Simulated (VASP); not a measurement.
A run of VASP 6.6.1 is set up as follows.

The input INCAR:

```
SYSTEM = MoS2
  PREC = Accurate
  ENCUT = 520
  EDIFF = 1E-6
  ISMEAR = 1
  SIGMA = 0.104
  LREAL = .FALSE.
  LASPH = .TRUE.
  NELM = 80
  ALGO = Normal
  ISIF = 2
  LWAVE = .FALSE.
  LCHARG = .FALSE.
  GGA = PS
  NBANDS = 35
```

File KPOINTS:

```
Automatic mesh
0
G
  12 12 4
  0 0 0
```

File POSCAR:

```
MoS2
1.0
    3.1543451018      0.0000000000      0.0000000000
   -1.5771725509      2.7317429904      0.0000000000
    0.0000000000      0.0000000000     12.1700942716
Mo S
2 4
Direct
    0.3333333333      0.6666666667      0.2500000000
    0.6666666667      0.3333333333      0.7500000000
    0.3333333333      0.6666666667      0.6259932117
    0.6666666667      0.3333333333      0.1259932117
    0.3333333333      0.6666666667      0.8740067883
    0.6666666667      0.3333333333      0.3740067883
```

Potentials or basis: VASP PAW PBE potentials, release 64 (Mo_sv, S).

The run is started by

```bash
$ cat potpaw_PBE.64/Mo_sv/POTCAR potpaw_PBE.64/S/POTCAR > POTCAR
$ mpirun -np 1 vasp_std > vasp.out
```

Predict the largest force.

0.907 eV/Å.

Estimate the pressure.

4.3 GPa.

Estimate the band gap on the k mesh.

0.72 eV (least direct gap 1.60 eV).

Stress tensor (GPa, compression positive):
```
2.00 0.00 0.00
0.00 2.00 0.00
0.00 0.00 8.93
```

Caveat: the cell stands under pressure; the PAW data sets were made with another functional, which shifts forces and pressure a little; this functional lacks dispersion, which binds the layers, so the pressure and a relaxed spacing across them are unreliable. A k mesh can miss the band edges.
